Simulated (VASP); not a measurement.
# TaN (P-6m2) in VASP: further runs, part 2 of 2

VASP 6.6.1. The steps go on from the part before.

## 3. Single point, PBE (strained)

INCAR reads:

```
SYSTEM = TaN
PREC = Accurate
ENCUT = 520
EDIFF = 1E-7
ISMEAR = 0
SIGMA = 0.1
LREAL = .False.
LASPH = .True.
NELM = 80
ALGO = Normal
ISIF = 2
LWAVE = .False.
LCHARG = .True.
GGA = PE
LELF = .True.
LVHAR = .True.
NBANDS = 15
```

KPOINTS reads:

```
Automatic mesh
0
Gamma
  18 18 14
  0 0 0
```

POSCAR reads:

```
TaN
1.0
    3.0326318016      0.0000000000      0.0000000000
   -1.5163159008      2.6263361806      0.0000000000
    0.0000000000      0.0000000000      2.8028814300
Ta N
1 1
Direct
    0.3333333333      0.6666666667      0.5000000000
    0.0000000000      0.0000000000      0.0000000000
```

Potentials or basis: VASP PAW PBE potentials, release 64 (Ta_pv, N).

Launch:

```bash
> cat potpaw_PBE.64/Ta_pv/POTCAR potpaw_PBE.64/N/POTCAR > POTCAR
> mpirun -np 1 vasp_std > vasp.out
```

OUTCAR:

```text
SYSTEM = TaN
   PREC = Accurate
   ENCUT = 520
   EDIFF = 1E-7
   ISMEAR = 0
   LREAL = .False.
   LASPH = .True.
   NELM = 80
   ISIF = 2
   GGA = PE

 ion  position               nearest neighbor table
   1  0.333  0.667  0.500-   2 2.24   2 2.24   2 2.24   2 2.24   2 2.24   2 2.24
   2  0.000  0.000  0.000-   1 2.24   1 2.24   1 2.24   1 2.24   1 2.24   1 2.24

  LATTYP: Found a hexagonal cell.
 ALAT       =     3.0326318016
 C/A-ratio  =     0.9242405981

  Lattice vectors:

 A1 = (   3.0326318016,   0.0000000000,   0.0000000000)
 A2 = (  -1.5163159008,   2.6263361806,   0.0000000000)
 A3 = (   0.0000000000,   0.0000000000,   2.8028814300)

Analysis of symmetry for initial positions (statically):
=====================================================================
 Subroutine PRICEL returns:
 Original cell was already a primitive cell.

 Routine SETGRP: Setting up the symmetry group for a
 hexagonal supercell.

 Subroutine GETGRP returns: Found 12 space group operations
 (whereof 12 operations were pure point group operations)
 out of a pool of 24 trial point group operations.

The static configuration has the point symmetry D_3h.

[... 168 lines left out ...]
 k-point     1 :       0.0000    0.0000    0.0000
  band No.  band energies     occupation
      1     -26.8806      2.00000
      2     -26.8625      2.00000
      3     -26.8625      2.00000
      4      -9.6754      2.00000
      5       3.0490      2.00000
      6       3.0490      2.00000
      7       3.9469      2.00000
      8       5.4169      2.00000
      9       9.4231      0.00000
     10      11.6458      0.00000
     11      11.6458      0.00000
     12      11.8725      0.00000
     13      11.8725      0.00000
     14      20.9126      0.00000
[... 401 lines left out ...]
      2     -27.0921      2.00000
      3     -26.7830      2.00000
      4      -7.6353      2.00000
      5      -0.0843      2.00000
      6       3.4791      2.00000
      7       3.5857      2.00000
      8       5.5351      2.00000
      9      10.4506      0.00000
     10      10.5452      0.00000
     11      12.0211      0.00000
     12      13.8689      0.00000
     13      16.1181      0.00000
     14      19.2969      0.00000
     15      21.1795      0.00000

 [... further k-points ...]
[... 5 lines left out ...]
  --------------------------------------------------------------------------------------
  -------------------------------------------------------------------------------------
  Total       -2.2768417     -2.2768417      2.8232952      0.0000000      0.0000000      0.0000000
  in kB     -163.4062592   -163.4062592    202.6245888      0.0000000      0.0000000      0.0000000
  external PRESSURE =     -41.3959765 kB  Pullay stress =       0.0000000 kB

 VOLUME and BASIS-vectors are now :
 -----------------------------------------------------------------------------
  energy-cutoff  :      520.00
  volume of cell :       22.32
      direct lattice vectors                 reciprocal lattice vectors
     3.032631802  0.000000000  0.000000000     0.329746592  0.190379283  0.000000000
    -1.516315901  2.626336181  0.000000000     0.000000000  0.380758567  0.000000000
     0.000000000  0.000000000  2.802881430     0.000000000  0.000000000  0.356775706

 POSITION                                       TOTAL-FORCE (eV/Angst)
 -----------------------------------------------------------------------------------
     -0.00000      1.75089      1.40144         0.000000     -0.000000      0.000000
      0.00000      0.00000      0.00000        -0.000000      0.000000      0.000000
 -----------------------------------------------------------------------------------
    total drift:                                0.000000     -0.000000     -0.000000

  FREE ENERGIE OF THE ION-ELECTRON SYSTEM (eV)
  ---------------------------------------------------
  free  energy   TOTEN  =       -22.3368385468 eV

  energy  without entropy=      -22.3364292162  energy(sigma->0) =      -22.33663388
```

stdout:

```text
POSCAR found type information on POSCAR TaN
 POSCAR found :  2 types and       2 ions
 scaLAPACK will be used
 LDA part: xc-table for (Slater+PW92), standard interpolation
 POSCAR, INCAR and KPOINTS ok, starting setup
 FFT: planning ... GRIDC
 FFT: planning ... GRID_SOFT
 FFT: planning ... GRID
 WAVECAR not read
 entering main loop
```

Run time: 1.7 min. Hardware: 1 thread of Intel Xeon 8259CL, shared host; peak memory 0.22 GiB.

Results:

- Free energy: -22.3368 eV
- Pressure: -4.1 GPa
- Band gap on the k mesh: zero (bands 8 and 9 overlap by 0.42 eV)

Stress tensor (GPa, compression positive):
```
-16.34   0.00   0.00
  0.00 -16.34   0.00
  0.00   0.00  20.26
```

Caveat: the cell differs from its parent crystal (strained); the cell stands under tension; spin-orbit coupling is left out, which moves the levels of the heavy elements.

## 4. Single point, PBE

This run uses another cell than the first one: it holds 2 atoms, not 4.

INCAR reads:

```
SYSTEM = TaN
  PREC = Accurate
  ENCUT = 520
  EDIFF = 1E-7
  ISMEAR = -1
  SIGMA = 0.15
  LREAL = .FALSE.
  LASPH = .TRUE.
  NELM = 100
  ALGO = Normal
  ISIF = 2
  LWAVE = .FALSE.
  LCHARG = .FALSE.
  GGA = PE
  NBANDS = 15
```

KPOINTS reads:

```
Automatic mesh
0
G
  18 18 14
  0 0 0
```

POSCAR reads:

```
TaN
1.0
    2.8837629811      0.0000000000      0.0000000000
   -1.4418814905      2.4974120001      0.0000000000
    0.0000000000      0.0000000000      2.8430537470
Ta N
1 1
Direct
    0.3333333333      0.6666666667      0.5000000000
    0.0000000000      0.0000000000      0.0000000000
```

Launch:

```bash
> cat potpaw_PBE.64/Ta_pv/POTCAR potpaw_PBE.64/N/POTCAR > POTCAR
> mpirun -np 1 vasp_std > vasp.out
```

Wall time 29 s (1 thread of Intel Xeon 6975P-C (Granite Rapids), shared host); peak memory 0.21 GiB.

The run converged. Its results:

| Item | Value |
| --- | --- |
| Free energy | -22.3407 eV |
| Pressure | 25.9 GPa |
| Band gap on the k mesh | zero (bands 8 and 9 overlap by 0.30 eV) |

Stress tensor (GPa, compression positive):
```
25.87  0.00  0.00
 0.00 25.87  0.00
 0.00  0.00 26.08
```

Levels at points of the mesh, in eV from the Fermi level:
```tsv
k point	band 6	band 7	band 8	band 9	band 10	band 11
(0.00, 0.00, 0.00)	-4.80	-4.50	-3.06	2.60	3.76	3.76
(0.50, 0.00, 0.00)	-5.53	-3.74	-3.29	3.17	4.34	5.46
(0.00, 0.00, 0.50)	-3.94	-3.94	-0.14	-0.14	2.45	3.48
(0.50, 0.00, 0.50)	-6.43	-5.99	-0.31	4.50	5.75	6.44
```

Caveat: the cell stands under pressure; spin-orbit coupling is left out, which moves the levels of the heavy elements.

## 5. Summary

```tsv
cell	k mesh	smearing	gap on the mesh (eV)	pressure (GPa)
a = 2.898, b = 2.950, c = 5.110 Å, 4 atoms, atomic positions A	20 × 20 × 12	gaussian 0.15 eV	none	0.7
a = 3.033, b = 3.033, c = 2.803 Å, angles 90.0, 90.0, 120.0°, 2 atoms, atomic positions B	18 × 18 × 14	gaussian 0.1 eV	none	-4.1
a = 2.884, b = 2.884, c = 2.843 Å, angles 90.0, 90.0, 120.0°, 2 atoms, atomic positions B	18 × 18 × 14	fermi-dirac 0.15 eV	none	25.9
```

Alike in all rows: task single point; level PBE; potentials or basis VASP PAW PBE potentials, release 64 (Ta_pv, N); no spin polarisation; cutoff (eV) 520.

Caveats: spin-orbit coupling is left out, which moves the levels of the heavy elements; the cell stands under tension (at least some runs); the cell stands under pressure (at least some runs).

Absolute energies hang on the potentials; compare differences alone.
